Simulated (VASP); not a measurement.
# In3B2As (R-3m) in VASP: single point with PBE

Aim: the single point of In3B2As with PBE.

All numbers are computed with VASP 6.6.1; they aren't measurements. Logs are shortened: lines on timing, memory, paths and dates and some standing lists are left out, and cuts for length are marked.

## (1) The cell of the first run

Symmetry: R-3m, No. 166, trigonal system. Conventional cell: a = 6.482 Å, b = 6.482 Å, c = 11.181 Å, α = 90.00°, β = 90.00°, γ = 120.00°. Within 2.5 Å of In (site symmetry 2/m) lie 2 B at 1.87 Å. Within 2.4 Å of B (site symmetry 3m) lie 1 As at 1.82 Å and 3 In at 1.87 Å. Within 2.4 Å of As (site symmetry -3m) lie 2 B at 1.82 Å.

The cell was generated, and may not be a known phase.

## (2) Single point, PBE

INCAR reads:

```
SYSTEM = In3B2As
  ALGO = Normal
  EDIFF = 1E-6
  ENCUT = 560
  GGA = PE
  GGA_COMPAT = .FALSE.
  ISIF = 2
  ISMEAR = 0
  LASPH = .TRUE.
  LCHARG = .FALSE.
  LREAL = .FALSE.
  LWAVE = .FALSE.
  NBANDS = 39
  NELM = 120
  PREC = Accurate
  SIGMA = 0.1
```

KPOINTS reads:

```
k-points
0
G
  3 3 3
  0 0 0
```

POSCAR reads:

```
In3B2As
1.0
    3.2411722800      1.8712916900      3.7271181600
   -3.2411722800      1.8712916900      3.7271181600
    0.0000000000     -3.7425833800      3.7271181600
In B As
3 2 1
Direct
    0.5000000000      0.5000000000      0.0000000000
    0.0000000000      0.5000000000      0.5000000000
    0.5000000000      0.0000000000      0.5000000000
    0.3373006000      0.3373006000      0.3373006000
    0.6626994000      0.6626994000      0.6626994000
    0.5000000000      0.5000000000      0.5000000000
```

Potentials or basis: VASP PAW PBE potentials, release 64 (In_d, B, As_d).

On the command line:

```bash
cat potpaw_PBE.64/In_d/POTCAR potpaw_PBE.64/B/POTCAR potpaw_PBE.64/As_d/POTCAR > POTCAR
mpirun -np 1 vasp_std > vasp.out
```

OUTCAR:

```text
SYSTEM = In3B2As
   EDIFF = 1E-6
   ENCUT = 560
   GGA = PE
   ISIF = 2
   ISMEAR = 0
   LASPH = .TRUE.
   LREAL = .FALSE.
   NELM = 120
   PREC = Accurate

 ion  position               nearest neighbor table
   1  0.500  0.500  0.000-   4 1.87   5 1.87   6 2.64   6 2.64   3 3.24   2 3.24   3 3.24   2 3.24

   2  0.000  0.500  0.500-   4 1.87   5 1.87   6 2.64   6 2.64   3 3.24   3 3.24   1 3.24   1 3.24

   3  0.500  0.000  0.500-   4 1.87   5 1.87   6 2.64   6 2.64   2 3.24   2 3.24   1 3.24   1 3.24

   4  0.337  0.337  0.337-   6 1.82   3 1.87   2 1.87   1 1.87
   5  0.663  0.663  0.663-   6 1.82   3 1.87   2 1.87   1 1.87
   6  0.500  0.500  0.500-   4 1.82   5 1.82   2 2.64   3 2.64   3 2.64   2 2.64   1 2.64   1 2.64

  LATTYP: Found a trigonal (rhomboedric) cell.
 ALAT       =     5.2818879311
 COS(alpha) =     0.2468944242

  Lattice vectors:

 A1 = (   3.2411722800,   1.8712916900,   3.7271181600)
 A2 = (  -3.2411722800,   1.8712916900,   3.7271181600)
 A3 = (   0.0000000000,  -3.7425833800,   3.7271181600)

Analysis of symmetry for initial positions (statically):
=====================================================================
 Subroutine PRICEL returns:
 Original cell was already a primitive cell.

 Routine SETGRP: Setting up the symmetry group for a
 trigonal (rhombohedral) supercell.

 Subroutine GETGRP returns: Found 12 space group operations
 (whereof 12 operations were pure point group operations)
 out of a pool of 12 trial point group operations.

The static configuration has the point symmetry D_3d.

Analysis of symmetry for dynamics (positions and initial velocities):
=====================================================================
 Subroutine PRICEL returns:
 Original cell was already a primitive cell.

 Routine SETGRP: Setting up the symmetry group for a
 trigonal (rhombohedral) supercell.

 Subroutine GETGRP returns: Found 12 space group operations
 (whereof 12 operations were pure point group operations)
 out of a pool of 12 trial point group operations.

The dynamic configuration has the point symmetry D_3d.

 Subroutine INISYM returns: Found 12 space group operations
 (whereof 12 operations are pure point group operations),
 and found     1 'primitive' translations

----------------------------------------------------------------------------------------

                                     Primitive cell

  volume of cell :     135.6338

  direct lattice vectors                    reciprocal lattice vectors
     3.241172280  1.871291690  3.727118160     0.154265172  0.089065039  0.089434603
    -3.241172280  1.871291690  3.727118160    -0.154265172  0.089065039  0.089434603
     0.000000000 -3.742583380  3.727118160     0.000000000 -0.178130077  0.089434603

  length of vectors
     5.281887931  5.281887931  5.281887933     0.199321029  0.199321029  0.199321029

  position of ions in fractional coordinates (direct lattice)
     0.500000000  0.500000000  0.000000000
     1.000000000  0.500000000  0.500000000
     0.500000000  1.000000000  0.500000000
     0.337300600  0.337300600  0.337300600
     0.662699400  0.662699400  0.662699400
     0.500000000  0.500000000  0.500000000

  ion indices of the primitive-cell ions
   primitive index   ion index
                 1           1
                 2           2
                 3           3
                 4           4
                 5           5
                 6           6

----------------------------------------------------------------------------------------

 KPOINTS: k-points

Automatic generation of k-mesh.
 Grid dimensions read from file:
 generate k-points for:    3    3    3

 Generating k-lattice:

  Cartesian coordinates                     Fractional coordinates (reciprocal lattice)
     0.051421724  0.029688346  0.029811534     0.333333333  0.000000000  0.000000000
    -0.051421724  0.029688346  0.029811534     0.000000000  0.333333333  0.000000000
     0.000000000 -0.059376692  0.029811534     0.000000000  0.000000000  0.333333333

  Length of vectors
     0.066440343  0.066440343  0.066440343

  Shift w.r.t. Gamma in fractional coordinates (k-lattice)
     0.000000000  0.000000000  0.000000000

 Subroutine IBZKPT returns following result:
 ===========================================

 Found      6 irreducible k-points:

 Following reciprocal coordinates:
            Coordinates               Weight
  0.000000  0.000000  0.000000      1.000000
  0.333333  0.000000  0.000000      6.000000
  0.333333  0.333333  0.000000      6.000000
 -0.333333  0.333333  0.000000      6.000000
  0.333333  0.333333  0.333333      2.000000
 -0.333333  0.333333  0.333333      6.000000
   k-points           NKPTS =      6   k-points in BZ     NKDIM =      6   number of bands    NBANDS=     39
   number of dos      NEDOS =    301   number of ions     NIONS =      6
   total plane-waves  NPLWV =  74088
   dimension x,y,z NGX =    42 NGY =   42 NGZ =   42
   dimension x,y,z NGXF=    84 NGYF=   84 NGZF=   84
   ions per type =               3   2   1
   NGX,Y,Z   is equivalent  to a cutoff of  13.22, 13.22, 13.22 a.u.
   NGXF,Y,Z  is equivalent  to a cutoff of  26.44, 26.44, 26.44 a.u.
 SYSTEM =  In3B2As
   PREC   = accura    normal or accurate (medium, high low for compatibility)
   ISTART =      0    job   : 0-new  1-cont  2-samecut
   ICHARG =      2    charge: 1-file 2-atom 10-const
   ISPIN  =      1    spin polarized calculation?
   LNONCOLLINEAR =      F non collinear calculations
   LSORBIT =      F    spin-orbit coupling
   LASPH  =      T    aspherical Exc in radial PAW
   ENCUT  =  560.0 eV  41.16 Ry    6.42 a.u.  10.19 10.19 10.19*2*pi/ulx,y,z
   NELM   =    120;   NELMIN=  2; NELMDL= -5     # of ELM steps
   EDIFF  = 0.1E-05   stopping-criterion for ELM
   LREAL  =      F    real-space projection
   EDIFFG = 0.1E-04   stopping-criterion for IOM
   NSW    =      0    number of steps for IOM
   IBRION =     -1    ionic relax: 0-MD 1-quasi-New 2-CG
   NFREE  =      0    steps in history (QN), initial steepest desc. (CG)
   ISIF   =      2    stress and relaxation
   ISYM   =      2    0-nonsym 1-usesym 2-fastsym
   POTIM  = 0.5000    time-step for ionic-motion
   TEBEG  =    0.0;   TEEND  =   0.0 temperature during run
   PSTRESS=    0.0 pullay stress
   NELECT =      60.0000    total number of electrons
   NUPDOWN=      -1.0000    fix difference up-down
   EMIN   =  10.00;   EMAX   =-10.00  energy-range for DOS
   EFERMI =   0.00;   METHOD = LEGACY
   ISMEAR =     0;   SIGMA  =   0.10  broadening in eV -4-tet -1-fermi 0-gaus
   EFERMI_NEDOS =   21; number of points for ismear=-14 and -15
   IALGO  =     38    algorithm
   IMIX   =      4    mixing-type and parameters
     AMIX     =   0.40;   BMIX     =  1.00
     AMIX_MAG =   1.60;   BMIX_MAG =  1.00
  volume/ion in A,a.u.               =      22.61       152.55
  Fermi-wavevector in a.u.,A,eV,Ry     =   1.247391  2.357227 21.170449  1.555984
  Thomas-Fermi vector in A             =   2.381525
   LORBIT       =      0    0 simple, 1 ext, 2 COOP (PROOUT), +10 PAW based schemes
   GGA     = PE    functional components
   LHFCALC =     F    Hartree Fock is set to
   AEXX    =    0.0000 exact exchange contribution
   IVDW    =     0    specifies the selected vdW correction
   LEPSILON=     F    determine dielectric tensor
   LRPA    =     F    only Hartree local field effects (RPA)
 non-spin polarized calculation
 Gauss-broadening in eV      SIGMA  =   0.10
  energy-cutoff  :      560.00
  volume of cell :      135.63
 maximum number of plane-waves:      4101
 NGX is ok and might be reduce to    42
   NGX = 21   NGY = 21   NGZ = 21

 number of electron      59.9999992 magnetization

 Free energy of the ion-electron system (eV)
  ---------------------------------------------------
  ext. energy  EPLUGINS =         0.00000000
  ---------------------------------------------------
  free energy    TOTEN  =       -12.07964025 eV

  energy without entropy =      -12.05583733  energy(sigma->0) =      -12.06773879

 E-fermi :   5.2037     XC(G=0):  -8.8829

 val. band max:        5.1799515990   @ k =   0.3333   0.3333   0.0000
 cond. band min:       5.2272201807   @ k =  -0.3333   0.3333   0.0000
 fundamental gap:      0.0472685817
 Fermi energy:         5.2036642162

 k-point     1 :       0.0000    0.0000    0.0000
  band No.  band energies     occupation
      1     -31.0328      2.00000
      2     -30.9257      2.00000
      3     -30.9257      2.00000
      4     -30.8673      2.00000
      5     -30.8673      2.00000
      6     -12.4493      2.00000
[... 31 lines left out ...]
     38      11.8891      0.00000
     39      12.0431      0.00000

 k-point     2 :       0.3333    0.0000    0.0000
  band No.  band energies     occupation
      1     -31.0325      2.00000
      2     -30.9257      2.00000
      3     -30.9249      2.00000
      4     -30.8672      2.00000
      5     -30.8672      2.00000
      6     -12.1907      2.00000
[... 31 lines left out ...]
     38      11.0580      0.00000
     39      11.6657      0.00000

 k-point     3 :       0.3333    0.3333    0.0000
  band No.  band energies     occupation
      1     -31.0322      2.00000
      2     -30.9252      2.00000
      3     -30.9244      2.00000
      4     -30.8672      2.00000
      5     -30.8671      2.00000
      6     -12.0285      2.00000
[... 31 lines left out ...]
     38      10.7285      0.00000
     39      11.1827      0.00000

 k-point     4 :      -0.3333    0.3333    0.0000
  band No.  band energies     occupation
      1     -31.0322      2.00000
      2     -30.9252      2.00000
      3     -30.9244      2.00000
      4     -30.8672      2.00000
      5     -30.8671      2.00000
      6     -11.8423      2.00000
[... 31 lines left out ...]
     38      10.1089      0.00000
     39      10.9835      0.00000

 k-point     5 :       0.3333    0.3333    0.3333
  band No.  band energies     occupation
      1     -31.0320      2.00000
      2     -30.9244      2.00000
      3     -30.9244      2.00000
      4     -30.8671      2.00000
      5     -30.8671      2.00000
      6     -12.1017      2.00000
[... 31 lines left out ...]
     38      12.0869      0.00000
     39      12.0870      0.00000

 k-point     6 :      -0.3333    0.3333    0.3333
  band No.  band energies     occupation
      1     -31.0320      2.00000
      2     -30.9244      2.00000
      3     -30.9244      2.00000
      4     -30.8670      2.00000
      5     -30.8670      2.00000
      6     -11.8239      2.00000
[... 31 lines left out ...]
     38      10.5118      0.00000
     39      10.5249      0.00000

------------------------ aborting loop because EDIFF is reached ----------------------------------------

  FORCE on cell =-STRESS in cart. coord.  units (eV):
  Direction    XX          YY          ZZ          XY          YZ          ZX
  --------------------------------------------------------------------------------------
  -------------------------------------------------------------------------------------
  Total       42.4077193     42.4077193     29.1677603      0.0000000      0.0000000      0.0000000
  in kB      500.9420422    500.9420430    344.5447587      0.0000000      0.0000000      0.0000000
  external PRESSURE =     448.8096146 kB  Pullay stress =       0.0000000 kB

 VOLUME and BASIS-vectors are now :
 -----------------------------------------------------------------------------
  energy-cutoff  :      560.00
  volume of cell :      135.63
      direct lattice vectors                 reciprocal lattice vectors
     3.241172280  1.871291690  3.727118160     0.154265172  0.089065039  0.089434603
    -3.241172280  1.871291690  3.727118160    -0.154265172  0.089065039  0.089434603
     0.000000000 -3.742583380  3.727118160     0.000000000 -0.178130077  0.089434603

 POSITION                                       TOTAL-FORCE (eV/Angst)
 -----------------------------------------------------------------------------------
      0.00000      1.87129      3.72712        -0.000000     -0.000000     -0.000000
     -1.62059     -0.93565      3.72712         0.000000     -0.000000      0.000000
      1.62059     -0.93565      3.72712         0.000000     -0.000000     -0.000000
      0.00000      0.00000      3.77148        -0.000000     -0.000000     -3.479686
      0.00000      0.00000      7.40988        -0.000000      0.000000      3.479686
      0.00000      0.00000      5.59068        -0.000000     -0.000000      0.000000
 -----------------------------------------------------------------------------------
    total drift:                                0.000000     -0.000000     -0.000000

  FREE ENERGIE OF THE ION-ELECTRON SYSTEM (eV)
  ---------------------------------------------------
  free  energy   TOTEN  =       -12.0796402507 eV

  energy  without entropy=      -12.0558373252  energy(sigma->0) =      -12.06773879
```

Wall time 29 s (1 thread of AMD EPYC 9R45 (Zen 5), shared host); peak memory 0.23 GiB.

What came out:

```
Free energy            : -12.0796 eV
Pressure               : 44.9 GPa
Largest force          : 3.480 eV/Å
Band gap on the k mesh : 0.05 eV (least direct gap 0.33 eV)
```

Forces in eV/Å, atoms in the order of the input:
```
In   0.000  0.000  0.000
In   0.000  0.000  0.000
In   0.000  0.000  0.000
B    0.000  0.000 -3.480
B    0.000  0.000  3.480
As   0.000  0.000  0.000
```

Stress tensor (GPa, compression positive):
```
50.09  0.00  0.00
 0.00 50.09  0.00
 0.00  0.00 34.45
```

Levels at points of the mesh, in eV from the valence-band top:
| k point | band 27 | band 28 | band 29 | band 30 | band 31 | band 32 | band 33 | band 34 |
| --- | --- | --- | --- | --- | --- | --- | --- | --- |
| (0.00, 0.00, 0.00) | -5.66 | -4.26 | -1.11 | -1.11 | 1.02 | 2.32 | 2.32 | 3.94 |

Caveat: the stress differs along the axes, from 34 to 50 GPa; spin-orbit coupling is left out, which moves the levels of the heavy elements; forces of over 1 eV/Å act on the atoms, so gaps and moduli don't describe the material at rest. A k mesh can miss the band edges.
